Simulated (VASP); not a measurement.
**Tl: electric field gradients with LDA**

Crystal: Tl.

```
Tl
1.0
    -1.96041    1.94100    1.94100
     1.94100   -1.96041    1.94100
     1.94100    1.94100   -1.96041
Tl
1
Direct
  0.00000 0.00000 0.00000
```

This cell differs from its parent crystal: equal xy, yz and zx shear strains of -1 %.

| Property | Result |
| --- | --- |
| Program | VASP 6.6.1 |
| Task | electric field gradients |
| Functional | LDA |
| Potentials or basis | VASP PAW LDA potentials, release 64 (Tl_d) |
| Cutoff | 520 eV |
| k mesh | 13 × 13 × 13 |
| Occupations | fermi-dirac, width 0.05 eV |
| Spin | no spin polarisation |
| Dipole correction | no |
| Further INCAR settings | ALGO = Normal; EDIFF = 1e-08; NBANDS = 12 |

The pressure is -2.4 GPa. The band gap on the k mesh is zero (an odd number of electrons rules out a gap without spin polarisation). The largest electric field gradient by atom is Tl -12.7 V/Å².

Stress tensor (GPa, compression positive):
```
-2.44  0.06  0.06
 0.06 -2.44  0.06
 0.06  0.06 -2.44
```

Levels at points of the mesh, in eV from the Fermi level:
| k point | band 2 | band 3 | band 4 | band 5 | band 6 | band 7 | band 8 | band 9 | band 10 | band 11 |
| --- | --- | --- | --- | --- | --- | --- | --- | --- | --- | --- |
| (0.00, 0.00, 0.00) | -11.54 | -11.54 | -11.14 | -11.14 | -9.87 | 10.44 | 10.44 | 10.76 | 12.22 | 12.43 |

Electric field gradients, principal values (V/Å²):
| atom | least | middle | greatest (by size) |
| --- | --- | --- | --- |
| 1 Tl | 6.355 | 6.355 | -12.710 |

Wall time 2 min on 1 thread of Intel Xeon 8259CL, with other jobs on the host, peak memory 0.2 GiB.

Caveat: the cell differs from its parent crystal (equal xy, yz and zx shear strains of -1 %); without QUAD_EFG the Cq values of the log hold for a quadrupole moment of 1 mb, not for the nuclei; spin-orbit coupling is left out, which moves the levels of the heavy elements.
